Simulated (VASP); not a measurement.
# LiB2C2 (P-3m1) in VASP: notebook, part 2 of 2

VASP 6.6.1. Earlier steps stand in the parts before.

### Step 4. Single point, r2SCAN

File POSCAR:

```
LiB2C2
1.0
    2.7146400000      0.0000000000      0.0000000000
   -1.3573200000      2.3509500000      0.0000000000
    0.0000000000      0.0000000000      7.1180500000
Li B C
1 2 2
Direct
    0.0000000000      0.0000000000      0.5000000000
    0.3333333333      0.6666666667      0.7498100000
    0.6666666667      0.3333333333      0.2501900000
    0.3333333333      0.6666666667      0.2582200000
    0.6666666667      0.3333333333      0.7417800000
```

File INCAR.step1:

```
PREC = Accurate ; ENCUT = 520
ISMEAR = 1 ; SIGMA = 0.02
LREAL = False ; LASPH = True
NELM = 100 ; NBANDS = 16
GGA = PE ; ALGO = Normal
EDIFF = 1E-4 ; LWAVE = True
LCHARG = False
```

File INCAR.step2:

```
PREC = Accurate ; ENCUT = 520
EDIFF = 1E-6 ; ISMEAR = 1
SIGMA = 0.02 ; LREAL = False
LASPH = True ; NELM = 100
ALGO = Normal ; ISIF = 2
LWAVE = False ; LCHARG = True
METAGGA = R2SCAN ; LMIXTAU = True
LELF = True ; LVHAR = True
NBANDS = 16 ; ISTART = 1
```

File KPOINTS:

```
Automatic mesh
0
Gamma
  15 15 5
```

Potentials or basis: VASP PAW PBE potentials, release 64 (Li_sv, B, C).

The run is started by

```bash
cat potpaw_PBE.64/Li_sv/POTCAR potpaw_PBE.64/B/POTCAR potpaw_PBE.64/C/POTCAR > POTCAR
cp INCAR.step1 INCAR
mpirun -np 1 vasp_std > vasp.out
cp INCAR.step2 INCAR
mpirun -np 1 vasp_std > vasp.out
```

OUTCAR:

```text
PREC = Accurate
   ENCUT = 520
   EDIFF = 1E-6
   ISMEAR = 1
   LREAL = False
   LASPH = True
   NELM = 100
   ISIF = 2
   METAGGA = R2SCAN
   ISTART = 1

 ion  position               nearest neighbor table
   1  0.000  0.000  0.500-   4 2.33   5 2.33   5 2.33   4 2.33   5 2.33   4 2.33   2 2.37   3 2.37
                             2 2.37   3 2.37   3 2.37   2 2.37
   2  0.333  0.667  0.750-   5 1.57   5 1.57   5 1.57   1 2.37   1 2.37   1 2.37
   3  0.667  0.333  0.250-   4 1.57   4 1.57   4 1.57   1 2.37   1 2.37   1 2.37
   4  0.333  0.667  0.258-   3 1.57   3 1.57   3 1.57   1 2.33   1 2.33   1 2.33
   5  0.667  0.333  0.742-   2 1.57   2 1.57   2 1.57   1 2.33   1 2.33   1 2.33

  LATTYP: Found a hexagonal cell.
 ALAT       =     2.7146400000
 C/A-ratio  =     2.6220972210

  Lattice vectors:

 A1 = (   2.7146400000,   0.0000000000,   0.0000000000)
 A2 = (  -1.3573200000,   2.3509500000,   0.0000000000)
 A3 = (   0.0000000000,   0.0000000000,   7.1180500000)

Analysis of symmetry for initial positions (statically):
=====================================================================
 Subroutine PRICEL returns:
 Original cell was already a primitive cell.

 Routine SETGRP: Setting up the symmetry group for a
 hexagonal supercell.
[... 174 lines left out ...]

 val. band max:        2.5825629528   @ k =   0.3333   0.1333   0.2000
 cond. band min:       2.5962873692   @ k =   0.0667   0.0667   0.4000
 fundamental gap:      0.0137244164
 Fermi energy:         2.5885817345

 k-point     1 :       0.0000    0.0000    0.0000
  band No.  band energies     occupation
      1     -43.8653      2.00000
      2     -12.1920      2.00000
      3     -11.9215      2.00000
      4      -2.8191      2.00000
      5      -0.8353      2.00000
      6       3.1192      0.00000
[... 433 lines left out ...]
      3      -7.7651      2.00000
      4      -4.7889      2.00000
      5      -4.7464      2.00000
      6      -2.0226      2.00000
[... 8 lines left out ...]
     15      14.8302      0.00000
     16      16.0821      0.00000

 [... further k-points ...]
[... 5 lines left out ...]
  --------------------------------------------------------------------------------------
  -------------------------------------------------------------------------------------
  Total       -0.7392078     -0.7392096     -0.4669180      0.0000000      0.0000000     -0.0000000
  in kB      -26.0711661    -26.0712281    -16.4677592      0.0000000      0.0000000     -0.0000000
  external PRESSURE =     -22.8700511 kB  Pullay stress =       0.0000000 kB

 VOLUME and BASIS-vectors are now :
 -----------------------------------------------------------------------------
  energy-cutoff  :      520.00
  volume of cell :       45.43
      direct lattice vectors                 reciprocal lattice vectors
     2.714640000  0.000000000  0.000000000     0.368372970  0.212679980  0.000000000
    -1.357320000  2.350950000  0.000000000     0.000000000  0.425359961  0.000000000
     0.000000000  0.000000000  7.118050000     0.000000000  0.000000000  0.140487915

 POSITION                                       TOTAL-FORCE (eV/Angst)
 -----------------------------------------------------------------------------------
      0.00000      0.00000      3.55903         0.000000      0.000000      0.000000
     -0.00000      1.56730      5.33719         0.000000     -0.000000      0.030795
      1.35732      0.78365      1.78086        -0.000000      0.000000     -0.030795
     -0.00000      1.56730      1.83802        -0.000000     -0.000000      0.078095
      1.35732      0.78365      5.28003         0.000000      0.000000     -0.078095
 -----------------------------------------------------------------------------------
    total drift:                               -0.000000     -0.000000     -0.000000

  FREE ENERGIE OF THE ION-ELECTRON SYSTEM (eV)
  ---------------------------------------------------
  free  energy   TOTEN  =       -37.2175394693 eV

  energy  without entropy=      -37.2175522314  energy(sigma->0) =      -37.21754372
```

OUTCAR.step1:

```text
PREC = Accurate
   ENCUT = 520
   ISMEAR = 1
   LREAL = False
   LASPH = True
[... 689 lines left out ...]
     -0.00000      1.56730      5.33719         0.000000      0.000000     -0.020486
      1.35732      0.78365      1.78086        -0.000000     -0.000000      0.020486
     -0.00000      1.56730      1.83802        -0.000000     -0.000000      0.012414
      1.35732      0.78365      5.28003         0.000000      0.000000     -0.012414
 -----------------------------------------------------------------------------------
    total drift:                               -0.000000     -0.000000     -0.000000

  FREE ENERGIE OF THE ION-ELECTRON SYSTEM (eV)
  ---------------------------------------------------
  free  energy   TOTEN  =       -33.8008774859 eV

  energy  without entropy=      -33.8008896107  energy(sigma->0) =      -33.80088153
```

OSZICAR.step1:

```text
N       E                     dE             d eps       ncg     rms          rms(c)
DAV:   1     0.524470140545E+02    0.52447E+02   -0.76537E+03  3808   0.100E+03
DAV:   2    -0.308900753706E+02   -0.83337E+02   -0.77063E+02  4968   0.219E+02
DAV:   3    -0.367560584771E+02   -0.58660E+01   -0.58125E+01  7200   0.457E+01
DAV:   4    -0.368541656618E+02   -0.98107E-01   -0.98032E-01  5040   0.620E+00
DAV:   5    -0.368569645664E+02   -0.27989E-02   -0.27986E-02  5808   0.769E-01    0.891E+00
DAV:   6    -0.343405587740E+02    0.25164E+01   -0.27291E+00  5400   0.891E+00    0.447E+00
DAV:   7    -0.338058625539E+02    0.53470E+00   -0.11407E+00  5536   0.606E+00    0.159E+00
DAV:   8    -0.337989369751E+02    0.69256E-02   -0.94344E-02  5008   0.183E+00    0.565E-01
DAV:   9    -0.338003404306E+02   -0.14035E-02   -0.98102E-03  5312   0.608E-01    0.157E-01
DAV:  10    -0.338007382550E+02   -0.39782E-03   -0.19418E-03  5040   0.260E-01    0.458E-02
DAV:  11    -0.338008867197E+02   -0.14846E-03   -0.39719E-04  5032   0.125E-01    0.326E-02
DAV:  12    -0.338008774859E+02    0.92339E-05   -0.62714E-05  4096   0.496E-02
   1 F= -.33800877E+02 E0= -.33800882E+02  d E =0.121249E-04
```

Run time: 6 min. Hardware: 1 thread of Oxide Virtual Turin-like, shared host; peak memory 0.18 GiB.

Results:

```yaml
Free_energy: -37.2175 eV
Largest_force: 0.078 eV/Å
Band_gap_on_the_k_mesh: zero (an odd number of electrons rules out a gap without spin polarisation)
```

Forces in eV/Å, atoms in the order of the input:
```
Li   0.000  0.000  0.000
B    0.000  0.000  0.031
B    0.000  0.000 -0.031
C    0.000  0.000  0.078
C    0.000  0.000 -0.078
```

Levels at points of the mesh, in eV from the Fermi level:
```csv
k point,band 5,band 6,band 7,band 8,band 9,band 10,band 11,band 12,band 13,band 14
"(0.00, 0.00, 0.00)",-3.42,0.53,0.53,0.60,0.60,5.44,10.30,10.30,10.71,10.71
```

Caveat: the cutoff is under 1.25 times the usual one of these potentials, so pressure, stress and relaxed cells hold a basis-set (Pulay) error; the PAW data sets were made with another functional, which shifts forces and pressure a little.

### Step 5. The runs side by side

```tsv
cell	gap on the mesh (eV)	largest force (eV/Å)
a = 2.687, b = 2.687, c = 7.263 Å, angles 90.0, 90.0, 120.0°, 5 atoms	none	0.14
a = 2.701, b = 2.701, c = 7.190 Å, angles 90.0, 90.0, 120.0°, 5 atoms	none	0.11
a = 2.715, b = 2.715, c = 7.118 Å, angles 90.0, 90.0, 120.0°, 5 atoms	none	0.08
```

Alike in all rows: task single point; level r2SCAN; potentials or basis VASP PAW PBE potentials, release 64 (Li_sv, B, C); no spin polarisation; k mesh 15 × 15 × 5; cutoff (eV) 520; smearing methfessel-paxton 0.02 eV.

Caveats: the cutoff is under 1.25 times the usual one of these potentials, so pressure, stress and relaxed cells hold a basis-set (Pulay) error; the PAW data sets were made with another functional, which shifts forces and pressure a little.

Absolute energies hang on the potentials; compare differences alone.
